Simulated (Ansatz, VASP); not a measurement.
## HgS in VASP and in Ansatz

POSCAR

```
HgS
1.0
    0.0000000000      2.9438576676      2.9438576676
    2.9438576676      0.0000000000      2.9438576676
    2.9438576676      2.9438576676      0.0000000000
Hg S
1 1
Direct
    0.0000000000      0.0000000000      0.0000000000
    0.7500000000      0.7500000000      0.7500000000
```

Contents of INCAR.step1:

```
SYSTEM = HgS
PREC = Accurate
ENCUT = 550
ISMEAR = 0
SIGMA = 0.05
LREAL = .False.
LASPH = .True.
NELM = 120
NBANDS = 16
GGA = PE
ALGO = Normal
EDIFF = 1E-5
LWAVE = .True.
LCHARG = .False.
GGA_COMPAT = .False.
```

INCAR.step2

```
SYSTEM = HgS
PREC = Accurate
ENCUT = 550
EDIFF = 1E-6
ISMEAR = 0
SIGMA = 0.05
LREAL = .False.
LASPH = .True.
NELM = 120
ALGO = Normal
ISIF = 2
LWAVE = .False.
LCHARG = .True.
METAGGA = R2SCAN
LMIXTAU = .True.
LELF = .True.
LVHAR = .True.
NBANDS = 16
ISTART = 1
GGA_COMPAT = .False.
```

File KPOINTS:

```
regular mesh
0
Gamma
  8 8 8
  0 0 0
```

Input for Ansatz:

```yaml
crystal:
  lattice:
    - [0.0, 2.9438576676, 2.9438576676]
    - [2.9438576676, 0.0, 2.9438576676]
    - [2.9438576676, 2.9438576676, 0.0]
  atoms:
    - { symbol: Hg, position: [0.0, 0.0, 0.0] }
    - { symbol: S, position: [0.75, 0.75, 0.75] }
basis:
  ecutwfc: 500
  ecutrho_ratio: 4
kpoints:
  mp_grid: { grid: [8, 8, 8] }
hamiltonian:
  xc: r2scan
scf:
  occupations: { method: gaussian, width: 0.05 }
output:
  forces: true
  stress: true
  eigenvalues: true
```

Alike in both runs: task single point; functional r2SCAN; k mesh 8 × 8 × 8; occupations gaussian, width 0.05 eV; no spin polarisation.

|  | VASP | Ansatz |
| --- | --- | --- |
| version | VASP 6.6.1 | Ansatz 0.2.0 |
| potentials or method | VASP PAW PBE potentials, release 64 (Hg, S), cutoff 550 eV | scalar-relativistic, plane waves, PAW |
| valence electrons in the cell | 18 | 26 |

Ansatz gave:

* gap on the k mesh at the Fermi level (eV): none
* pressure (GPa): 1.3

Q: Which values does VASP return?

A: gap on the k mesh at the Fermi level (eV): none; pressure (GPa): 1.6.

VASP's potentials were made for PBE, not for r2SCAN. A gap of «none» marks a metal or a gap that the smearing closes. The functional is the same, so the differences come from potentials, cutoffs and numerics. VASP's potentials hold 18 valence electrons a cell and Ansatz's 26, so a difference there can come from the potentials and not from the codes.

Neither program's run includes spin-orbit coupling.
